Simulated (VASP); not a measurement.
# Cd (P6_3/mmc) in VASP: a series of runs

Cd is run at these levels: PBE, PBEsol; tasks: single point.

All numbers are computed with VASP 6.6.1; they aren't measurements. Logs are shortened: lines on timing, memory, paths and dates and some standing lists are left out, and cuts for length are marked.

### 1 The cell of the first run

The structure is hexagonal, space group P6_3/mmc (No. 194). Conventional cell: a = 2.283 Å, b = 2.283 Å, c = 3.680 Å, α = 90.00°, β = 90.00°, γ = 120.00°. Cd (site symmetry -6m2) has 12 Cd at 2.26 to 2.28 Å within 3.0 Å.

### 2 Single point, PBE

Input file INCAR:

```
SYSTEM = Cd
PREC = Accurate ; ENCUT = 520
EDIFF = 1E-6 ; ISMEAR = -1
SIGMA = 0.05 ; LREAL = .False.
LASPH = .True. ; NELM = 80
ALGO = Normal ; ISIF = 2
LWAVE = .False. ; LCHARG = .True.
GGA = PE ; LELF = .True.
LVHAR = .True. ; NBANDS = 19
```

Input file KPOINTS:

```
regular mesh
0
Gamma
  14 14 8
  0 0 0
```

Input file POSCAR:

```
Cd
1.0
    2.2832942488      0.0000000000      0.0000000000
   -1.1416471244      1.9773908238      0.0000000000
    0.0000000000      0.0000000000      3.6798888892
Cd
2
Direct
    0.3333333333      0.6666666667      0.2500000000
    0.6666666667      0.3333333333      0.7500000000
```

Potentials or basis: VASP PAW PBE potentials, release 64 (Cd).

The run is started by

```sh
$ cat potpaw_PBE.64/Cd/POTCAR > POTCAR
$ mpirun -np 1 vasp_std > vasp.out
```

OUTCAR:

```text
SYSTEM = Cd
   PREC = Accurate
   ENCUT = 520
   EDIFF = 1E-6
   ISMEAR = -1
   LREAL = .False.
   LASPH = .True.
   NELM = 80
   ISIF = 2
   GGA = PE

 ion  position               nearest neighbor table
   1  0.333  0.667  0.250-   2 2.26   2 2.26   2 2.26   2 2.26   2 2.26   2 2.26   2 3.22   2 3.22
                             2 3.22   2 3.22   2 3.22   2 3.22
   2  0.667  0.333  0.750-   1 2.26   1 2.26   1 2.26   1 2.26   1 2.26   1 2.26   1 3.22   1 3.22
                             1 3.22   1 3.22   1 3.22   1 3.22

  LATTYP: Found a hexagonal cell.
 ALAT       =     2.2832942488
 C/A-ratio  =     1.6116577577

  Lattice vectors:

 A1 = (   2.2832942488,   0.0000000000,   0.0000000000)
 A2 = (  -1.1416471244,   1.9773908238,   0.0000000000)
 A3 = (   0.0000000000,   0.0000000000,   3.6798888892)

Analysis of symmetry for initial positions (statically):
=====================================================================
 Subroutine PRICEL returns:
 Original cell was already a primitive cell.

 Routine SETGRP: Setting up the symmetry group for a
 hexagonal supercell.

 Subroutine GETGRP returns: Found 24 space group operations
 (whereof 12 operations were pure point group operations)
 out of a pool of 24 trial point group operations.

The static configuration has the point symmetry D_3d.
 The point group associated with its full space group is D_6h.

Analysis of symmetry for dynamics (positions and initial velocities):
=====================================================================
 Subroutine PRICEL returns:
 Original cell was already a primitive cell.

 Routine SETGRP: Setting up the symmetry group for a
 hexagonal supercell.

 Subroutine GETGRP returns: Found 24 space group operations
 (whereof 12 operations were pure point group operations)
 out of a pool of 24 trial point group operations.

The dynamic configuration has the point symmetry D_3d.
 The point group associated with its full space group is D_6h.

 Subroutine INISYM returns: Found 24 space group operations
 (whereof 12 operations are pure point group operations),
 and found     1 'primitive' translations

----------------------------------------------------------------------------------------

                                     Primitive cell

  volume of cell :      16.6146

  direct lattice vectors                    reciprocal lattice vectors
     2.283294249  0.000000000  0.000000000     0.437963701  0.252858461  0.000000000
    -1.141647124  1.977390824  0.000000000     0.000000000  0.505716921  0.000000000
     0.000000000  0.000000000  3.679888889     0.000000000  0.000000000  0.271747335

  length of vectors
     2.283294249  2.283294249  3.679888889     0.505716921  0.505716921  0.271747335

  position of ions in fractional coordinates (direct lattice)
     0.333333333  0.666666667  0.250000000
     0.666666667  0.333333333  0.750000000

  ion indices of the primitive-cell ions
   primitive index   ion index
                 1           1
                 2           2

----------------------------------------------------------------------------------------

 KPOINTS: regular mesh

Automatic generation of k-mesh.
 Grid dimensions read from file:
 generate k-points for:   14   14    8

 Generating k-lattice:

  Cartesian coordinates                     Fractional coordinates (reciprocal lattice)
     0.031283122  0.018061319  0.000000000     0.071428571  0.000000000  0.000000000
     0.000000000  0.036122637  0.000000000     0.000000000  0.071428571  0.000000000
     0.000000000  0.000000000  0.033968417     0.000000000  0.000000000  0.125000000

  Length of vectors
     0.036122637  0.036122637  0.033968417

  Shift w.r.t. Gamma in fractional coordinates (k-lattice)
     0.000000000  0.000000000  0.000000000

 Subroutine IBZKPT returns following result:
 ===========================================

 Found    120 irreducible k-points:

 Following reciprocal coordinates:
            Coordinates               Weight
  0.000000  0.000000  0.000000      1.000000
  0.071429  0.000000  0.000000      6.000000
  0.142857  0.000000  0.000000      6.000000
  0.214286  0.000000  0.000000      6.000000
  0.285714  0.000000  0.000000      6.000000
  0.357143  0.000000  0.000000      6.000000
[... 16 lines left out ...]
  0.285714  0.285714  0.000000      6.000000
  0.357143  0.285714  0.000000      6.000000
 [... further k-points ...]
   k-points           NKPTS =    120   k-points in BZ     NKDIM =    120   number of bands    NBANDS=     19
   number of dos      NEDOS =    301   number of ions     NIONS =      2
   total plane-waves  NPLWV =   9072
   dimension x,y,z NGX =    18 NGY =   18 NGZ =   28
   dimension x,y,z NGXF=    36 NGYF=   36 NGZF=   56
   ions per type =               2
   NGX,Y,Z   is equivalent  to a cutoff of  13.11, 13.11, 12.65 a.u.
   NGXF,Y,Z  is equivalent  to a cutoff of  26.21, 26.21, 25.30 a.u.
 SYSTEM =  Cd
   PREC   = accura    normal or accurate (medium, high low for compatibility)
   ISTART =      0    job   : 0-new  1-cont  2-samecut
   ICHARG =      2    charge: 1-file 2-atom 10-const
   ISPIN  =      1    spin polarized calculation?
   LNONCOLLINEAR =      F non collinear calculations
   LSORBIT =      F    spin-orbit coupling
   LASPH  =      T    aspherical Exc in radial PAW
   ENCUT  =  520.0 eV  38.22 Ry    6.18 a.u.   4.25  4.25  6.84*2*pi/ulx,y,z
   NELM   =     80;   NELMIN=  2; NELMDL= -5     # of ELM steps
   EDIFF  = 0.1E-05   stopping-criterion for ELM
   LREAL  =      F    real-space projection
   EDIFFG = 0.1E-04   stopping-criterion for IOM
   NSW    =      0    number of steps for IOM
   IBRION =     -1    ionic relax: 0-MD 1-quasi-New 2-CG
   NFREE  =      0    steps in history (QN), initial steepest desc. (CG)
   ISIF   =      2    stress and relaxation
   ISYM   =      2    0-nonsym 1-usesym 2-fastsym
   POTIM  = 0.5000    time-step for ionic-motion
   TEBEG  =    0.0;   TEEND  =   0.0 temperature during run
   PSTRESS=    0.0 pullay stress
   NELECT =      24.0000    total number of electrons
   NUPDOWN=      -1.0000    fix difference up-down
   EMIN   =  10.00;   EMAX   =-10.00  energy-range for DOS
   EFERMI =   0.00;   METHOD = LEGACY
   ISMEAR =    -1;   SIGMA  =   0.05  broadening in eV -4-tet -1-fermi 0-gaus
   EFERMI_NEDOS =   21; number of points for ismear=-14 and -15
   IALGO  =     38    algorithm
   IMIX   =      4    mixing-type and parameters
     AMIX     =   0.40;   BMIX     =  1.00
     AMIX_MAG =   1.60;   BMIX_MAG =  1.00
  volume/ion in A,a.u.               =       8.31        56.06
  Fermi-wavevector in a.u.,A,eV,Ry     =   1.850613  3.497151 46.596790  3.424767
  Thomas-Fermi vector in A             =   2.900759
   LORBIT       =      0    0 simple, 1 ext, 2 COOP (PROOUT), +10 PAW based schemes
   GGA     = PE    functional components
   LHFCALC =     F    Hartree Fock is set to
   AEXX    =    0.0000 exact exchange contribution
   IVDW    =     0    specifies the selected vdW correction
   LEPSILON=     F    determine dielectric tensor
   LRPA    =     F    only Hartree local field effects (RPA)
 non-spin polarized calculation
  energy-cutoff  :      520.00
  volume of cell :       16.61
 maximum number of plane-waves:       470
 NGX is ok and might be reduce to    18
   NGX =  9   NGY =  9   NGZ = 13

 number of electron      24.0000012 magnetization

 Free energy of the ion-electron system (eV)
  ---------------------------------------------------
  ext. energy  EPLUGINS =         0.00000000
  ---------------------------------------------------
  free energy    TOTEN  =        22.01602624 eV

  energy without entropy =       22.01738040  energy(sigma->0) =       22.01670332

 E-fermi :  18.2379     XC(G=0): -17.1318

 val. band max:       18.2352107800   @ k =   0.3571   0.0000   0.0000
 cond. band min:      18.2486794349   @ k =   0.2857   0.2857   0.1250
 fundamental gap:      0.0134686548
 Fermi energy:        18.2379208047

 k-point     1 :       0.0000    0.0000    0.0000
  band No.  band energies     occupation
      1      -4.4331      2.00000
      2      -4.0736      2.00000
      3      -0.2240      2.00000
      4      -0.1622      2.00000
      5      -0.1622      2.00000
      6       0.5924      2.00000
[... 11 lines left out ...]
     18      39.9498      0.00000
     19      41.7148      0.00000

 k-point     2 :       0.0714    0.0000    0.0000
  band No.  band energies     occupation
      1      -4.1760      2.00000
      2      -3.8945      2.00000
      3      -0.6138      2.00000
      4       0.0415      2.00000
      5       0.1995      2.00000
      6       0.5183      2.00000
[... 11 lines left out ...]
     18      38.1763      0.00000
     19      38.4598      0.00000

 k-point     3 :       0.1429    0.0000    0.0000
  band No.  band energies     occupation
      1      -3.5475      2.00000
      2      -3.4106      2.00000
      3      -1.0479      2.00000
      4       0.2534      2.00000
      5       0.4688      2.00000
      6       0.6306      2.00000
[... 11 lines left out ...]
     18      35.4538      0.00000
     19      37.6650      0.00000

 k-point     4 :       0.2143    0.0000    0.0000
  band No.  band energies     occupation
      1      -3.2877      2.00000
      2      -2.6729      2.00000
      3      -1.0810      2.00000
      4      -0.7142      2.00000
      5       0.1712      2.00000
      6       0.5123      2.00000
[... 11 lines left out ...]
     18      35.2019      0.00000
     19      38.7926      0.00000

 k-point     5 :       0.2857    0.0000    0.0000
  band No.  band energies     occupation
      1      -3.5727      2.00000
      2      -2.4850      2.00000
      3      -1.8877      2.00000
      4      -0.2169      2.00000
      5       0.0880      2.00000
      6       0.4302      2.00000
[... 11 lines left out ...]
     18      34.7679      0.00000
     19      38.7332      0.00000
[... 334 lines left out ...]
      2      -2.7229      2.00000
      3      -2.0635      2.00000
      4      -0.6993      2.00000
      5      -0.1847      2.00000
      6       0.6207      2.00000
[... 11 lines left out ...]
     18      31.2765      0.00000
     19      33.2832      0.00000

 k-point    22 :       0.3571    0.2143    0.0000
  band No.  band energies     occupation
      1      -3.5857      2.00000
      2      -2.9030      2.00000
      3      -1.9392      2.00000
      4      -0.6235      2.00000
      5       0.0961      2.00000
      6       0.2927      2.00000
[... 11 lines left out ...]
     18      30.2530      0.00000
     19      32.6357      0.00000

 k-point    23 :       0.2857    0.2857    0.0000
  band No.  band energies     occupation
      1      -3.5765      2.00000
      2      -2.1377      2.00000
      3      -1.9800      2.00000
      4      -0.6084      2.00000
      5      -0.4556      2.00000
      6       0.2100      2.00000
[... 11 lines left out ...]
     18      30.3053      0.00000
     19      30.3955      0.00000

 k-point    24 :       0.3571    0.2857    0.0000
  band No.  band energies     occupation
      1      -3.6708      2.00000
      2      -2.0643      2.00000
      3      -1.7032      2.00000
      4      -0.6709      2.00000
      5      -0.4498      2.00000
      6      -0.0631      2.00000
[... 11 lines left out ...]
     18      28.6674      0.00000
     19      30.0887      0.00000

 [... further k-points ...]
[... 5 lines left out ...]
  --------------------------------------------------------------------------------------
  -------------------------------------------------------------------------------------
  Total       77.9431241     77.9431241     78.0939188      0.0000000      0.0000000      0.0000000
  in kB     7516.2166296   7516.2166298   7530.7580678      0.0000000      0.0000000      0.0000000
  external PRESSURE =    7521.0637757 kB  Pullay stress =       0.0000000 kB

 VOLUME and BASIS-vectors are now :
 -----------------------------------------------------------------------------
  energy-cutoff  :      520.00
  volume of cell :       16.61
      direct lattice vectors                 reciprocal lattice vectors
     2.283294249  0.000000000  0.000000000     0.437963701  0.252858461  0.000000000
    -1.141647124  1.977390824  0.000000000     0.000000000  0.505716921  0.000000000
     0.000000000  0.000000000  3.679888889     0.000000000  0.000000000  0.271747335

 POSITION                                       TOTAL-FORCE (eV/Angst)
 -----------------------------------------------------------------------------------
     -0.00000      1.31826      0.91997         0.000000     -0.000000      0.000000
      1.14165      0.65913      2.75992        -0.000000      0.000000      0.000000
 -----------------------------------------------------------------------------------
    total drift:                                0.000000     -0.000000      0.000000

  FREE ENERGIE OF THE ION-ELECTRON SYSTEM (eV)
  ---------------------------------------------------
  free  energy   TOTEN  =        22.0160262397 eV

  energy  without entropy=       22.0173803973  energy(sigma->0) =       22.01670332
```

It took 12 s on 1 thread of Intel Xeon 6975P-C (Granite Rapids), shared host; peak memory 0.15 GiB.

The run converged, but its numbers aren't listed here, since they failed a check.

(Continued in part 2 of 2.)
